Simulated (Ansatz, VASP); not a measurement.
# Two plane-wave programs on YN

INCAR

```
PREC     = Accurate       # precision mode
ENCUT    = 520            # plane-wave cutoff, eV
EDIFF    = 1E-8           # SCF threshold, eV
ISMEAR   = -1             # smearing method
SIGMA    = 0.03           # smearing width, eV
LREAL    = False          # projectors in reciprocal space
LASPH    = True           # aspherical terms in the spheres
NELM     = 120            # most SCF steps
ALGO     = Normal         # electronic algorithm
ISIF     = 2              # what is computed and relaxed
LWAVE    = False          # write WAVECAR
LCHARG   = False          # write CHGCAR
GGA      = CA             # functional
LEFG     = True         
NBANDS   = 15             # bands
GGA_COMPAT= False
```

KPOINTS

```
regular mesh
0
Gamma
  9 9 9
```

The input POSCAR:

```
YN
1.0
    0.0000000000      2.4385000000      2.4385000000
    2.4385000000      0.0000000000      2.4385000000
    2.4385000000      2.4385000000      0.0000000000
Y N
1 1
Direct
    0.0000000000      0.0000000000      0.0000000000
    0.5000000000      0.5000000000      0.5000000000
```

Input for Ansatz:

```yaml
crystal:
  lattice:
    - [0.0, 2.4385, 2.4385]
    - [2.4385, 0.0, 2.4385]
    - [2.4385, 2.4385, 0.0]
  atoms:
    - { symbol: "Y", position: [0.0, 0.0, 0.0] }
    - { symbol: "N", position: [0.5, 0.5, 0.5] }
kpoints:
  mp_grid: { grid: [9, 9, 9] }
  band_path:
    path:
      - [0.0, 0.0, 0.0]
      - [0.5, 0.0, 0.5]
      - [0.625, 0.25, 0.625]
      - [0.375, 0.375, 0.75]
      - [0.0, 0.0, 0.0]
      - [0.5, 0.5, 0.5]
      - [0.5, 0.25, 0.75]
      - [0.5, 0.0, 0.5]
    npoints: 14
scf:
  occupations: { method: fermi_dirac, width: 0.03 }
hamiltonian:
  xc: lda
  pseudopotentials: { kind: paw }
output:
  forces: true
  stress: true
  eigenvalues: true
  efg: { contact_densities: true }
  populations: true
  bader: true
  dos: { projected: true, de: 0.2, e_range: [-14, 8] }
  write_density: true
  write_potential: true
  elf: true
  volumetric_format: npy
```

Alike in both runs: task electric field gradients; functional LDA; k mesh 9 × 9 × 9; occupations fermi-dirac, width 0.03 eV; no spin polarisation.

```csv
,VASP,Ansatz
version,VASP 6.6.1,Ansatz 0.2.0
potentials or method,"VASP PAW LDA potentials, release 64 (Y_sv, N)","PAW with Ansatz's default frozen-core files, scalar-relativistic"
plane-wave cutoff (eV),520,420
valence electrons in the cell,16,16
```

|  | VASP | Ansatz | Ansatz less VASP |
| --- | --- | --- | --- |
| pressure (GPa) | -5.8 | -6.0 | -0.17 |

LDA's correlation is that of Perdew and Zunger in VASP and of Perdew and Wang (1992) in Ansatz.
